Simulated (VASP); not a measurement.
# TiB2 (P6/mmm) in VASP: a series of runs

The runs below take TiB2 through single point, relaxation of shape and atoms at fixed volume, with PBEsol.

Everything below comes from runs of VASP 6.6.1. Logs are shortened: lines on timing, memory, paths and dates and some standing lists are left out, and cuts for length are marked.

## 1. The cell of the first run

Symmetry: P6/mmm, No. 191, hexagonal system. Conventional cell: a = 3.068 Å, b = 3.068 Å, c = 3.265 Å, α = 90.00°, β = 90.00°, γ = 120.00°. Within 3.3 Å of Ti (site symmetry 6/mmm) lie 12 B at 2.41 Å and 8 Ti at 3.07 to 3.27 Å. Within 2.5 Å of B (site symmetry -6m2) lie 3 B at 1.77 Å and 6 Ti at 2.41 Å.

## 2. Single point, PBEsol (8.87 Å³/atom)

Contents of INCAR:

```
SYSTEM = TiB2
  ALGO = Normal
  EDIFF = 1E-6
  ENCUT = 520
  GGA = PS
  ISIF = 2
  ISMEAR = 0
  LASPH = .TRUE.
  LCHARG = .TRUE.
  LELF = .TRUE.
  LREAL = .FALSE.
  LVHAR = .TRUE.
  LWAVE = .FALSE.
  NBANDS = 16
  NELM = 60
  PREC = Accurate
  SIGMA = 0.1
```

Contents of KPOINTS:

```
k-points
0
G
  18 18 14
  0 0 0
```

Contents of POSCAR:

```
TiB2
1.0
    3.0684816380      0.0000000000      0.0000000000
   -1.5342408190      2.6573830496      0.0000000000
    0.0000000000      0.0000000000      3.2650324557
Ti B
1 2
Direct
    0.0000000000      0.0000000000      0.0000000000
    0.3333333333      0.6666666667      0.5000000000
    0.6666666667      0.3333333333      0.5000000000
```

Potentials or basis: VASP PAW PBE potentials, release 64 (Ti_sv, B).

Command:

```bash
$ cat potpaw_PBE.64/Ti_sv/POTCAR potpaw_PBE.64/B/POTCAR > POTCAR
$ mpirun -np 1 vasp_std > vasp.out
```

OUTCAR:

```text
SYSTEM = TiB2
   EDIFF = 1E-6
   ENCUT = 520
   GGA = PS
   ISIF = 2
   ISMEAR = 0
   LASPH = .TRUE.
   LREAL = .FALSE.
   NELM = 60
   PREC = Accurate

 ion  position               nearest neighbor table
   1  0.000  0.000  0.000-   2 2.41   3 2.41   2 2.41   3 2.41   3 2.41   3 2.41   2 2.41   2 2.41
                             3 2.41   3 2.41   2 2.41   2 2.41
   2  0.333  0.667  0.500-   3 1.77   3 1.77   3 1.77   1 2.41   1 2.41   1 2.41   1 2.41   1 2.41
                             1 2.41
   3  0.667  0.333  0.500-   2 1.77   2 1.77   2 1.77   1 2.41   1 2.41   1 2.41   1 2.41   1 2.41
                             1 2.41

  LATTYP: Found a hexagonal cell.
 ALAT       =     3.0684816380
 C/A-ratio  =     1.0640547479

  Lattice vectors:

 A1 = (   3.0684816380,   0.0000000000,   0.0000000000)
 A2 = (  -1.5342408190,   2.6573830496,   0.0000000000)
 A3 = (   0.0000000000,   0.0000000000,   3.2650324557)

Analysis of symmetry for initial positions (statically):
=====================================================================
 Subroutine PRICEL returns:
 Original cell was already a primitive cell.

 Routine SETGRP: Setting up the symmetry group for a
 hexagonal supercell.

 Subroutine GETGRP returns: Found 24 space group operations
 (whereof 24 operations were pure point group operations)
 out of a pool of 24 trial point group operations.

The static configuration has the point symmetry D_6h.

Analysis of symmetry for dynamics (positions and initial velocities):
=====================================================================
 Subroutine PRICEL returns:
 Original cell was already a primitive cell.

 Routine SETGRP: Setting up the symmetry group for a
 hexagonal supercell.

 Subroutine GETGRP returns: Found 24 space group operations
 (whereof 24 operations were pure point group operations)
 out of a pool of 24 trial point group operations.

The dynamic configuration has the point symmetry D_6h.

 Subroutine INISYM returns: Found 24 space group operations
 (whereof 24 operations are pure point group operations),
 and found     1 'primitive' translations

----------------------------------------------------------------------------------------

                                     Primitive cell

  volume of cell :      26.6235

  direct lattice vectors                    reciprocal lattice vectors
     3.068481638  0.000000000  0.000000000     0.325894080  0.188155035  0.000000000
    -1.534240819  2.657383050  0.000000000     0.000000000  0.376310069  0.000000000
     0.000000000  0.000000000  3.265032456     0.000000000  0.000000000  0.306275669

  length of vectors
     3.068481638  3.068481638  3.265032456     0.376310069  0.376310069  0.306275669

  position of ions in fractional coordinates (direct lattice)
     0.000000000  0.000000000  0.000000000
     0.333333333  0.666666667  0.500000000
     0.666666667  0.333333333  0.500000000

  ion indices of the primitive-cell ions
   primitive index   ion index
                 1           1
                 2           2
                 3           3

----------------------------------------------------------------------------------------

 KPOINTS: k-points

Automatic generation of k-mesh.
 Grid dimensions read from file:
 generate k-points for:   18   18   14

 Generating k-lattice:

  Cartesian coordinates                     Fractional coordinates (reciprocal lattice)
     0.018105227  0.010453057  0.000000000     0.055555556  0.000000000  0.000000000
     0.000000000  0.020906115  0.000000000     0.000000000  0.055555556  0.000000000
     0.000000000  0.000000000  0.021876834     0.000000000  0.000000000  0.071428571

  Length of vectors
     0.020906115  0.020906115  0.021876834

  Shift w.r.t. Gamma in fractional coordinates (k-lattice)
     0.000000000  0.000000000  0.000000000

 Subroutine IBZKPT returns following result:
 ===========================================

 Found    296 irreducible k-points:

 Following reciprocal coordinates:
            Coordinates               Weight
  0.000000  0.000000  0.000000      1.000000
  0.055556  0.000000  0.000000      6.000000
  0.111111  0.000000  0.000000      6.000000
  0.166667 -0.000000  0.000000      6.000000
  0.222222  0.000000  0.000000      6.000000
  0.277778  0.000000  0.000000      6.000000
[... 16 lines left out ...]
  0.333333  0.111111  0.000000     12.000000
  0.388889  0.111111  0.000000     12.000000
 [... further k-points ...]
   k-points           NKPTS =    296   k-points in BZ     NKDIM =    296   number of bands    NBANDS=     16
   number of dos      NEDOS =    301   number of ions     NIONS =      3
   total plane-waves  NPLWV =  13824
   dimension x,y,z NGX =    24 NGY =   24 NGZ =   24
   dimension x,y,z NGXF=    48 NGYF=   48 NGZF=   48
   ions per type =               1   2
   NGX,Y,Z   is equivalent  to a cutoff of  13.00, 13.00, 12.22 a.u.
   NGXF,Y,Z  is equivalent  to a cutoff of  26.01, 26.01, 24.44 a.u.
 SYSTEM =  TiB2
   PREC   = accura    normal or accurate (medium, high low for compatibility)
   ISTART =      0    job   : 0-new  1-cont  2-samecut
   ICHARG =      2    charge: 1-file 2-atom 10-const
   ISPIN  =      1    spin polarized calculation?
   LNONCOLLINEAR =      F non collinear calculations
   LSORBIT =      F    spin-orbit coupling
   LASPH  =      T    aspherical Exc in radial PAW
   ENCUT  =  520.0 eV  38.22 Ry    6.18 a.u.   5.71  5.71  6.07*2*pi/ulx,y,z
   NELM   =     60;   NELMIN=  2; NELMDL= -5     # of ELM steps
   EDIFF  = 0.1E-05   stopping-criterion for ELM
   LREAL  =      F    real-space projection
   EDIFFG = 0.1E-04   stopping-criterion for IOM
   NSW    =      0    number of steps for IOM
   IBRION =     -1    ionic relax: 0-MD 1-quasi-New 2-CG
   NFREE  =      0    steps in history (QN), initial steepest desc. (CG)
   ISIF   =      2    stress and relaxation
   ISYM   =      2    0-nonsym 1-usesym 2-fastsym
   POTIM  = 0.5000    time-step for ionic-motion
   TEBEG  =    0.0;   TEEND  =   0.0 temperature during run
   PSTRESS=    0.0 pullay stress
   NELECT =      18.0000    total number of electrons
   NUPDOWN=      -1.0000    fix difference up-down
   EMIN   =  10.00;   EMAX   =-10.00  energy-range for DOS
   EFERMI =   0.00;   METHOD = LEGACY
   ISMEAR =     0;   SIGMA  =   0.10  broadening in eV -4-tet -1-fermi 0-gaus
   EFERMI_NEDOS =   21; number of points for ismear=-14 and -15
   IALGO  =     38    algorithm
   IMIX   =      4    mixing-type and parameters
     AMIX     =   0.40;   BMIX     =  1.00
     AMIX_MAG =   1.60;   BMIX_MAG =  1.00
  volume/ion in A,a.u.               =       8.87        59.89
  Fermi-wavevector in a.u.,A,eV,Ry     =   1.436847  2.715248 28.089636  2.064530
  Thomas-Fermi vector in A             =   2.555990
   LORBIT       =      0    0 simple, 1 ext, 2 COOP (PROOUT), +10 PAW based schemes
   GGA     = PS    functional components
   LHFCALC =     F    Hartree Fock is set to
   AEXX    =    0.0000 exact exchange contribution
   IVDW    =     0    specifies the selected vdW correction
   LEPSILON=     F    determine dielectric tensor
   LRPA    =     F    only Hartree local field effects (RPA)
 non-spin polarized calculation
 Gauss-broadening in eV      SIGMA  =   0.10
  energy-cutoff  :      520.00
  volume of cell :       26.62
 maximum number of plane-waves:       730
 NGX is ok and might be reduce to    24
   NGX = 11   NGY = 11   NGZ = 13

 number of electron      18.0000001 magnetization

 Free energy of the ion-electron system (eV)
  ---------------------------------------------------
  ext. energy  EPLUGINS =         0.00000000
  ---------------------------------------------------
  free energy    TOTEN  =       -25.72960495 eV

  energy without entropy =      -25.72780260  energy(sigma->0) =      -25.72870378

 E-fermi :   9.5408     XC(G=0): -12.6947

 val. band max:        9.5323923471   @ k =   0.0556   0.0556   0.5000
 cond. band min:       9.5470689322   @ k =   0.0556   0.0556   0.2857
 fundamental gap:      0.0146765851
 Fermi energy:         9.5408068316

 k-point     1 :       0.0000    0.0000    0.0000
  band No.  band energies     occupation
      1     -47.2813      2.00000
      2     -23.7315      2.00000
      3     -23.4354      2.00000
      4     -23.4354      2.00000
      5      -3.7559      2.00000
      6       6.9820      2.00000
[... 8 lines left out ...]
     15      15.1000      0.00000
     16      16.1372      0.00000

 k-point     2 :       0.0556    0.0000    0.0000
  band No.  band energies     occupation
      1     -47.2798      2.00000
      2     -23.7297      2.00000
      3     -23.4466      2.00000
      4     -23.4380      2.00000
      5      -3.6980      2.00000
      6       6.8090      2.00000
[... 8 lines left out ...]
     15      15.4798      0.00000
     16      16.3208      0.00000

 k-point     3 :       0.1111    0.0000    0.0000
  band No.  band energies     occupation
      1     -47.2758      2.00000
      2     -23.7245      2.00000
      3     -23.4785      2.00000
      4     -23.4453      2.00000
      5      -3.5256      2.00000
      6       6.3260      2.00000
[... 8 lines left out ...]
     15      16.3499      0.00000
     16      16.8898      0.00000

 k-point     4 :       0.1667   -0.0000    0.0000
  band No.  band energies     occupation
      1     -47.2695      2.00000
      2     -23.7164      2.00000
      3     -23.5271      2.00000
      4     -23.4564      2.00000
      5      -3.2428      2.00000
      6       5.6243      2.00000
[... 8 lines left out ...]
     15      17.4591      0.00000
     16      17.5260      0.00000

 k-point     5 :       0.2222    0.0000    0.0000
  band No.  band energies     occupation
      1     -47.2618      2.00000
      2     -23.7065      2.00000
      3     -23.5862      2.00000
      4     -23.4700      2.00000
      5      -2.8558      2.00000
      6       4.7942      2.00000
[... 8 lines left out ...]
     15      16.9196      0.00000
     16      18.3472      0.00000

 k-point     6 :       0.2778    0.0000    0.0000
  band No.  band energies     occupation
      1     -47.2536      2.00000
      2     -23.6960      2.00000
      3     -23.6485      2.00000
      4     -23.4845      2.00000
      5      -2.3721      2.00000
      6       3.9007      2.00000
[... 8 lines left out ...]
     15      16.4992      0.00000
     16      18.3114      0.00000
[... 267 lines left out ...]
 k-point    21 :       0.2222    0.1111    0.0000
  band No.  band energies     occupation
      1     -47.2511      2.00000
      2     -23.6928      2.00000
      3     -23.6549      2.00000
      4     -23.5019      2.00000
      5      -2.2123      2.00000
      6       3.9110      2.00000
[... 8 lines left out ...]
     15      16.9934      0.00000
     16      18.3404      0.00000

 k-point    22 :       0.2778    0.1111    0.0000
  band No.  band energies     occupation
      1     -47.2439      2.00000
      2     -23.7049      2.00000
      3     -23.6835      2.00000
      4     -23.5192      2.00000
      5      -1.6441      2.00000
      6       3.0580      2.00000
[... 8 lines left out ...]
     15      17.0463      0.00000
     16      18.3147      0.00000

 k-point    23 :       0.3333    0.1111    0.0000
  band No.  band energies     occupation
      1     -47.2380      2.00000
      2     -23.7454      2.00000
      3     -23.6759      2.00000
      4     -23.5333      2.00000
      5      -0.9963      2.00000
      6       2.1866      2.00000
[... 8 lines left out ...]
     15      17.0947      0.00000
     16      18.1602      0.00000

 k-point    24 :       0.3889    0.1111    0.0000
  band No.  band energies     occupation
      1     -47.2341      2.00000
      2     -23.7716      2.00000
      3     -23.6709      2.00000
      4     -23.5426      2.00000
      5      -0.2781      2.00000
      6       1.3271      2.00000
[... 8 lines left out ...]
     15      17.1530      0.00000
     16      17.9836      0.00000

 [... further k-points ...]

------------------------ aborting loop because EDIFF is reached ----------------------------------------

  FORCE on cell =-STRESS in cart. coord.  units (eV):
  Direction    XX          YY          ZZ          XY          YZ          ZX
  --------------------------------------------------------------------------------------
  -------------------------------------------------------------------------------------
  Total       -2.2154525     -2.2154525     -2.2295752      0.0000000      0.0000000     -0.0000000
  in kB     -133.3238456   -133.3238456   -134.1737369      0.0000000      0.0000000     -0.0000000
  external PRESSURE =    -133.6071427 kB  Pullay stress =       0.0000000 kB

 VOLUME and BASIS-vectors are now :
 -----------------------------------------------------------------------------
  energy-cutoff  :      520.00
  volume of cell :       26.62
      direct lattice vectors                 reciprocal lattice vectors
     3.068481638  0.000000000  0.000000000     0.325894080  0.188155035  0.000000000
    -1.534240819  2.657383050  0.000000000     0.000000000  0.376310069  0.000000000
     0.000000000  0.000000000  3.265032456     0.000000000  0.000000000  0.306275669

 POSITION                                       TOTAL-FORCE (eV/Angst)
 -----------------------------------------------------------------------------------
      0.00000      0.00000      0.00000        -0.000000      0.000000      0.000000
     -0.00000      1.77159      1.63252        -0.000000      0.000000      0.000000
      1.53424      0.88579      1.63252         0.000000     -0.000000      0.000000
 -----------------------------------------------------------------------------------
    total drift:                               -0.000000      0.000000      0.000000

  FREE ENERGIE OF THE ION-ELECTRON SYSTEM (eV)
  ---------------------------------------------------
  free  energy   TOTEN  =       -25.7296049504 eV

  energy  without entropy=      -25.7278026036  energy(sigma->0) =      -25.72870378
```

It took 80 s on 1 thread of Intel Xeon 8259CL, shared host; peak memory 0.24 GiB.

Results:

* Free energy: -25.7296 eV
* Pressure: -13.4 GPa
* Band gap on the k mesh: zero (bands 9 and 10 overlap by 0.57 eV)

Caveat: the cell stands under tension; the PAW data sets were made with another functional, which shifts forces and pressure a little.

## 3. Single point, PBEsol (9.21 Å³/atom)

This run uses another cell than the first one, of 9.21 Å³/atom.

Contents of INCAR:

```
SYSTEM = TiB2
  PREC = Accurate
  ENCUT = 520
  EDIFF = 1E-6
  ISMEAR = 0
  SIGMA = 0.1
  LREAL = .False.
  LASPH = .True.
  NELM = 80
  ALGO = Normal
  ISIF = 2
  LWAVE = .False.
  LCHARG = .False.
  GGA = PS
  NBANDS = 16
```

Contents of KPOINTS:

```
regular mesh
0
Gamma
  18 18 14
  0 0 0
```

Contents of POSCAR:

```
TiB2
1.0
    3.1011627704      0.0000000000      0.0000000000
   -1.5505813852      2.6856857404      0.0000000000
    0.0000000000      0.0000000000      3.3172045849
Ti B
1 2
Direct
    0.0000000000      0.0000000000      0.0000000000
    0.3333333333      0.6666666667      0.5000000000
    0.6666666667      0.3333333333      0.5000000000
```

Potentials or basis: VASP PAW PBE potentials, release 64 (Ti_sv, B).

Command:

```bash
$ cat potpaw_PBE.64/Ti_sv/POTCAR potpaw_PBE.64/B/POTCAR > POTCAR
$ mpirun -np 1 vasp_std > vasp.out
```

It took 99 s on 1 thread of Intel Xeon 8259CL, shared host; peak memory 0.25 GiB.

It converged, with:

```yaml
Free_energy: -25.6230 eV
Pressure: -20.5 GPa
Band_gap_on_the_k_mesh: zero (bands 9 and 10 overlap by 0.59 eV)
```

Levels at points of the mesh, in eV from the Fermi level:
```tsv
k point	band 5	band 6	band 7	band 8	band 9	band 10	band 11	band 12	band 13	band 14
(0.00, 0.00, 0.00)	-13.09	-2.45	-2.45	-2.34	-2.02	1.65	1.65	3.29	3.29	5.45
(0.50, 0.00, 0.00)	-9.06	-9.03	-3.15	-3.06	-2.14	1.15	2.45	2.87	3.14	6.83
(0.00, 0.00, 0.50)	-11.36	-7.34	-0.54	-0.54	-0.19	-0.19	0.36	0.36	1.38	6.29
(0.50, 0.00, 0.50)	-9.42	-7.38	-4.39	-3.62	-3.12	2.16	2.61	3.94	4.12	4.89
```

Caveat: the cell stands under tension; the PAW data sets were made with another functional, which shifts forces and pressure a little.

(Part 1 of 2 ends here.)
